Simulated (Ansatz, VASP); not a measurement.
MgCd3Te4 in VASP and in Ansatz

```
Mg Cd Te
1.0
     4.67257    0.00000    0.00000
     0.00000    4.67257    0.00000
     0.00000    0.00000   13.06381
Mg Cd Te
1 3 4
Direct
  0.00000 0.00000 0.00000
  0.50000 0.50000 0.24751
  0.00000 0.00000 0.50000
  0.50000 0.50000 0.75249
  0.50000 0.00000 0.12055
  0.00000 0.50000 0.37373
  0.50000 0.00000 0.62627
  0.00000 0.50000 0.87945
```

Alike in both runs: functional PBE; k mesh 4 × 4 × 2; occupations gaussian, width 0.1 eV; no spin polarisation.

Ansatz relaxed the structure, and its values are those at the end. VASP's run is a single point on that final structure, the one shown.

|  | VASP | Ansatz |
| --- | --- | --- |
| version | VASP 6.6.1 | Ansatz 0.2.0 |
| potentials or method | VASP PAW PBE potentials, release 64 (Mg, Cd, Te), cutoff 520 eV | scalar-relativistic, plane waves, PAW |
| valence electrons in the cell | 62 | 134 |

|  | VASP | Ansatz | Ansatz less VASP |
| --- | --- | --- | --- |
| gap on the k mesh at the Fermi level (eV) | 0.97 | 0.97 | +0.004 |
| least direct gap on the mesh (eV) | 0.97 | 0.97 | +0.004 |
| pressure (GPa) | 0.3 | 0.2 | -0.08 |
| rms of the force components (eV/Å) | 0.005 | 0.002 | -0.0035 |

VASP's potentials hold 62 valence electrons a cell and Ansatz's 134, so a difference there can come from the potentials and not from the codes.

Neither program's run includes spin-orbit coupling.
